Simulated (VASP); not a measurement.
# Tb (P6_3/mmc) in VASP: notebook

Runs on Tb. Level: LDA. Tasks: single point.

Program: VASP 6.6.1. These are calculated values, not measurements. Logs are shortened: lines on timing, memory, paths and dates and some standing lists are left out, and cuts for length are marked.

## Step 1: The cell of the first run

It takes space group P6_3/mmc (No. 194, hexagonal). The conventional cell has a = 3.527 Å, b = 3.527 Å, c = 5.577 Å, α = 90.00°, β = 90.00°, γ = 120.00°. Within 4.5 Å of Tb (site symmetry -6m2) lie 12 Tb at 3.45 to 3.53 Å.

## Step 2: Single point, LDA, collinear spin, ferromagnetic start (volume scaled by 0.94)

Input file INCAR:

```
SYSTEM = Tb
ALGO = Normal ; EDIFF = 1E-7
ENCUT = 520 ; GGA = CA
ISIF = 2 ; ISMEAR = -1
ISPIN = 2 ; LASPH = .TRUE.
LCHARG = .FALSE. ; LMAXMIX = 6
LORBIT = 11 ; LREAL = .FALSE.
LWAVE = .FALSE. ; MAGMOM = 6 6
NBANDS = 30 ; NELM = 150
PREC = Accurate ; SIGMA = 0.05
```

Input file KPOINTS:

```
k-points
0
G
  9 9 5
  0 0 0
```

Input file POSCAR:

```
Tb
1.0
    3.5274895775      0.0000000000      0.0000000000
   -1.7637447887      3.0548955857      0.0000000000
    0.0000000000      0.0000000000      5.5773714686
Tb
2
Direct
    0.6666666667      0.3333333333      0.7500000000
    0.3333333333      0.6666666667      0.2500000000
```

Potentials or basis: VASP PAW PBE potentials, release 64 (Tb).

Launch:

```
> cat potpaw_PBE.64/Tb/POTCAR > POTCAR
> mpirun -np 1 vasp_std > vasp.out
```

OUTCAR:

```text
SYSTEM = Tb
   EDIFF = 1E-7
   ENCUT = 520
   GGA = CA
   ISIF = 2
   ISMEAR = -1
   ISPIN = 2
   LASPH = .TRUE.
   LORBIT = 11
   LREAL = .FALSE.
   NELM = 150
   PREC = Accurate

 ion  position               nearest neighbor table
   1  0.667  0.333  0.750-   2 3.45   2 3.45   2 3.45   2 3.45   2 3.45   2 3.45
   2  0.333  0.667  0.250-   1 3.45   1 3.45   1 3.45   1 3.45   1 3.45   1 3.45

  LATTYP: Found a hexagonal cell.
 ALAT       =     3.5274895775
 C/A-ratio  =     1.5811163566

  Lattice vectors:

 A1 = (   3.5274895775,   0.0000000000,   0.0000000000)
 A2 = (  -1.7637447887,   3.0548955857,   0.0000000000)
 A3 = (   0.0000000000,   0.0000000000,   5.5773714686)

Analysis of symmetry for initial positions (statically):
=====================================================================
 Subroutine PRICEL returns:
 Original cell was already a primitive cell.

 Routine SETGRP: Setting up the symmetry group for a
 hexagonal supercell.

 Subroutine GETGRP returns: Found 24 space group operations
 (whereof 12 operations were pure point group operations)
 out of a pool of 24 trial point group operations.

The static configuration has the point symmetry D_3d.
 The point group associated with its full space group is D_6h.

Analysis of symmetry for dynamics (positions and initial velocities):
=====================================================================
 Subroutine PRICEL returns:
 Original cell was already a primitive cell.

 Routine SETGRP: Setting up the symmetry group for a
 hexagonal supercell.

 Subroutine GETGRP returns: Found 24 space group operations
 (whereof 12 operations were pure point group operations)
 out of a pool of 24 trial point group operations.

The dynamic configuration has the point symmetry D_3d.
 The point group associated with its full space group is D_6h.

Analysis of structural, dynamic, and magnetic symmetry:
=====================================================================
 Subroutine PRICEL returns:
 Original cell was already a primitive cell.

 Routine SETGRP: Setting up the symmetry group for a
 hexagonal supercell.

 Subroutine GETGRP returns: Found 24 space group operations
 (whereof 12 operations were pure point group operations)
 out of a pool of 24 trial point group operations.

The overall configuration has the point symmetry D_3d.
[... 120 lines left out ...]
     AMIX_MAG =   1.60;   BMIX_MAG =  1.00
  volume/ion in A,a.u.               =      30.05       202.80
  Fermi-wavevector in a.u.,A,eV,Ry     =   1.405094  2.655243 26.861846  1.974290
  Thomas-Fermi vector in A             =   2.527590
   LORBIT       =     11    0 simple, 1 ext, 2 COOP (PROOUT), +10 PAW based schemes
   GGA     = CA    functional components
   LHFCALC =     F    Hartree Fock is set to
   AEXX    =    0.0000 exact exchange contribution
   IVDW    =     0    specifies the selected vdW correction
   LEPSILON=     F    determine dielectric tensor
   LRPA    =     F    only Hartree local field effects (RPA)
 spin polarized calculation
  energy-cutoff  :      520.00
  volume of cell :       60.10
 maximum number of plane-waves:      1665
 NGX is ok and might be reduce to    28
   NGX = 13   NGY = 13   NGZ = 21

 number of electron      37.9999987 magnetization      11.8249501

 Free energy of the ion-electron system (eV)
  ---------------------------------------------------
  ext. energy  EPLUGINS =         0.00000000
  ---------------------------------------------------
  free energy    TOTEN  =       -19.36266440 eV

  energy without entropy =      -19.21771640  energy(sigma->0) =      -19.29019040

 E-fermi :   2.8489     XC(G=0): -10.6840

 val. band max:        2.8421204339   @ k =   0.3333   0.1111   0.4000
 cond. band min:       2.8498898055   @ k =   0.3333   0.0000   0.4000
 fundamental gap:      0.0077693716
 Fermi energy:         2.8488564296

 spin component 1

 k-point     1 :       0.0000    0.0000    0.0000
  band No.  band energies     occupation
      1     -42.8276      1.00000
      2     -42.7320      1.00000
      3     -20.0763      1.00000
      4     -19.3203      1.00000
      5     -19.3203      1.00000
      6     -19.1825      1.00000
[... 781 lines left out ...]
     29       5.5046      0.00000
     30       7.6611      0.00000

 [... further k-points ...]

 spin component 2

 k-point     1 :       0.0000    0.0000    0.0000
  band No.  band energies     occupation
      1     -40.4865      1.00000
      2     -40.3716      1.00000
      3     -18.4559      1.00000
      4     -17.5637      1.00000
      5     -17.5637      1.00000
      6     -17.4050      1.00000
[... 781 lines left out ...]
     29       6.1918      0.00000
     30       8.4888      0.00000

 [... further k-points ...]

------------------------ aborting loop because EDIFF is reached ----------------------------------------

  FORCE on cell =-STRESS in cart. coord.  units (eV):
  Direction    XX          YY          ZZ          XY          YZ          ZX
  --------------------------------------------------------------------------------------
  -------------------------------------------------------------------------------------
  Total       -1.3839867     -1.3839867     -1.0775399     -0.0000000      0.0000000      0.0000000
  in kB      -36.8935815    -36.8935815    -28.7244867     -0.0000000      0.0000000      0.0000000
  external PRESSURE =     -34.1705499 kB  Pullay stress =       0.0000000 kB

 VOLUME and BASIS-vectors are now :
 -----------------------------------------------------------------------------
  energy-cutoff  :      520.00
  volume of cell :       60.10
      direct lattice vectors                 reciprocal lattice vectors
     3.527489577  0.000000000  0.000000000     0.283487726  0.163671715  0.000000000
    -1.763744789  3.054895586  0.000000000     0.000000000  0.327343430  0.000000000
     0.000000000  0.000000000  5.577371469     0.000000000  0.000000000  0.179295929

 POSITION                                       TOTAL-FORCE (eV/Angst)
 -----------------------------------------------------------------------------------
      1.76374      1.01830      4.18303         0.000000     -0.000000      0.000000
     -0.00000      2.03660      1.39434        -0.000000      0.000000      0.000000
 -----------------------------------------------------------------------------------
    total drift:                               -0.000000      0.000000     -0.000000

  FREE ENERGIE OF THE ION-ELECTRON SYSTEM (eV)
  ---------------------------------------------------
  free  energy   TOTEN  =       -19.3626643971 eV

  energy  without entropy=      -19.2177164009  energy(sigma->0) =      -19.29019040

 total charge

# of ion       s       p       d       f       tot
--------------------------------------------------
    1        2.091   5.567   0.558   8.111  16.328
    2        2.091   5.567   0.558   8.111  16.328
--------------------------------------------------
tot          4.181  11.135   1.117  16.223  32.655

 magnetization (x)

# of ion       s       p       d       f       tot
--------------------------------------------------
    1        0.002  -0.035   0.076   5.678   5.721
    2        0.002  -0.035   0.076   5.678   5.721
--------------------------------------------------
tot          0.005  -0.069   0.151  11.356  11.443
```

Wall time 16 min (1 thread of Oxide Virtual Turin-like, shared host); peak memory 0.21 GiB.

Results:

```
Free energy                                           : -19.3627 eV
Pressure                                              : -3.4 GPa
Net moment                                            : 11.82 μB per cell
Site moments                                          : Tb +5.72 μB
Valence electrons inside the program's atomic spheres : Tb 16.33
```

Stress tensor (GPa, compression positive):
```
-3.69  0.00  0.00
 0.00 -3.69  0.00
 0.00  0.00 -2.87
```

Caveat: the magnetic or orbital state may not be the lowest; the PAW data sets were made with another functional, which shifts forces and pressure a little; spin-orbit coupling is left out, which moves the levels of the heavy elements. The state reached can hang on the start; a lower one may exist.

## Step 3: Single point, LDA, collinear spin, ferromagnetic start (volume scaled by 0.96)

Input file INCAR:

```
SYSTEM = Tb
PREC = Accurate
ENCUT = 520
EDIFF = 1E-6
ISMEAR = -1
SIGMA = 0.05
LREAL = .False.
LASPH = .True.
NELM = 150
ALGO = Normal
ISIF = 2
LWAVE = .False.
LCHARG = .True.
ISPIN = 2
MAGMOM = 6 6
LORBIT = 11
LMAXMIX = 6
GGA = CA
LELF = .True.
LVHAR = .True.
NBANDS = 30
```

Input file KPOINTS:

```
regular mesh
0
Gamma
  9 9 5
  0 0 0
```

Input file POSCAR:

```
Tb
1.0
    3.5523318719      0.0000000000      0.0000000000
   -1.7761659359      3.0764096437      0.0000000000
    0.0000000000      0.0000000000      5.6166500266
Tb
2
Direct
    0.6666666667      0.3333333333      0.7500000000
    0.3333333333      0.6666666667      0.2500000000
```

Potentials or basis: VASP PAW PBE potentials, release 64 (Tb).

Launch:

```
> cat potpaw_PBE.64/Tb/POTCAR > POTCAR
> mpirun -np 1 vasp_std > vasp.out
```

OUTCAR:

```text
SYSTEM = Tb
   PREC = Accurate
   ENCUT = 520
   EDIFF = 1E-6
   ISMEAR = -1
   LREAL = .False.
   LASPH = .True.
   NELM = 150
   ISIF = 2
   ISPIN = 2
   LORBIT = 11
   GGA = CA

 ion  position               nearest neighbor table
   1  0.667  0.333  0.750-   2 3.48   2 3.48   2 3.48   2 3.48   2 3.48   2 3.48
   2  0.333  0.667  0.250-   1 3.48   1 3.48   1 3.48   1 3.48   1 3.48   1 3.48

  LATTYP: Found a hexagonal cell.
[... 1807 lines left out ...]
  external PRESSURE =     -25.6215376 kB  Pullay stress =       0.0000000 kB

 VOLUME and BASIS-vectors are now :
 -----------------------------------------------------------------------------
  energy-cutoff  :      520.00
  volume of cell :       61.38
      direct lattice vectors                 reciprocal lattice vectors
     3.552331872  0.000000000  0.000000000     0.281505230  0.162527120  0.000000000
    -1.776165936  3.076409644  0.000000000     0.000000000  0.325054240  0.000000000
     0.000000000  0.000000000  5.616650027     0.000000000  0.000000000  0.178042070

 POSITION                                       TOTAL-FORCE (eV/Angst)
 -----------------------------------------------------------------------------------
      1.77617      1.02547      4.21249        -0.000000      0.000000      0.000000
     -0.00000      2.05094      1.40416         0.000000     -0.000000      0.000000
 -----------------------------------------------------------------------------------
    total drift:                               -0.000000      0.000000     -0.000000

  FREE ENERGIE OF THE ION-ELECTRON SYSTEM (eV)
  ---------------------------------------------------
  free  energy   TOTEN  =       -19.3356397681 eV

  energy  without entropy=      -19.1857845795  energy(sigma->0) =      -19.26071217

 total charge

# of ion       s       p       d       f       tot
--------------------------------------------------
    1        2.089   5.568   0.542   8.125  16.325
    2        2.089   5.568   0.542   8.125  16.325
--------------------------------------------------
tot          4.178  11.136   1.084  16.251  32.650

 magnetization (x)

# of ion       s       p       d       f       tot
--------------------------------------------------
    1        0.002  -0.035   0.076   5.665   5.709
    2        0.002  -0.035   0.076   5.665   5.709
--------------------------------------------------
tot          0.005  -0.070   0.153  11.330  11.417
```

OSZICAR:

```text
N       E                     dE             d eps       ncg     rms          rms(c)
DAV:   1     0.260508072201E+03    0.26051E+03   -0.12799E+04  5972   0.599E+03
DAV:   2     0.398715945340E+02   -0.22064E+03   -0.19940E+03  5890   0.422E+02
[... 33 lines left out ...]
DAV:  36    -0.193355792846E+02    0.23147E-04   -0.28990E-04  6726   0.337E-01    0.193E+00
DAV:  37    -0.193356449587E+02   -0.65674E-04   -0.13051E-04  6610   0.237E-01    0.199E+00
DAV:  38    -0.193355857452E+02    0.59213E-04   -0.39064E-05  6248   0.131E-01    0.166E+00
DAV:  39    -0.193356073590E+02   -0.21614E-04   -0.97405E-05  5526   0.212E-01    0.128E+00
DAV:  40    -0.193356402940E+02   -0.32935E-04   -0.33522E-05  8366   0.727E-02    0.107E+00
DAV:  41    -0.193356397681E+02    0.52590E-06   -0.50322E-06  5184   0.146E-02
   1 F= -.19335640E+02 E0= -.19260712E+02  d E =-.149855E+00  mag=    11.8357
```

Run time: 7.6 min. Hardware: 1 thread of Oxide Virtual Turin-like, shared host; peak memory 0.21 GiB.

Results:

```
Free energy                                           : -19.3356 eV
Pressure                                              : -2.6 GPa
Net moment                                            : 11.84 μB per cell
Site moments                                          : Tb +5.71 μB
Valence electrons inside the program's atomic spheres : Tb 16.32
```

Stress tensor (GPa, compression positive):
```
-2.78  0.00  0.00
 0.00 -2.78  0.00
 0.00  0.00 -2.13
```

Levels at points of the mesh, in eV from the Fermi level:
Spin up:
```tsv
k point	band 23	band 24	band 25	band 26	band 27	band 28
(0.00, 0.00, 0.00)	-3.70	-2.17	1.68	1.79	1.79	2.08
```
Spin down:
```csv
k point,band 9,band 10,band 11,band 12,band 13,band 14,band 15,band 16,band 17,band 18
"(0.00, 0.00, 0.00)",-4.55,-1.78,-0.13,-0.09,-0.04,0.07,0.07,0.07,0.13,0.13
```

Caveat: the magnetic or orbital state may not be the lowest; the PAW data sets were made with another functional, which shifts forces and pressure a little; spin-orbit coupling is left out, which moves the levels of the heavy elements.
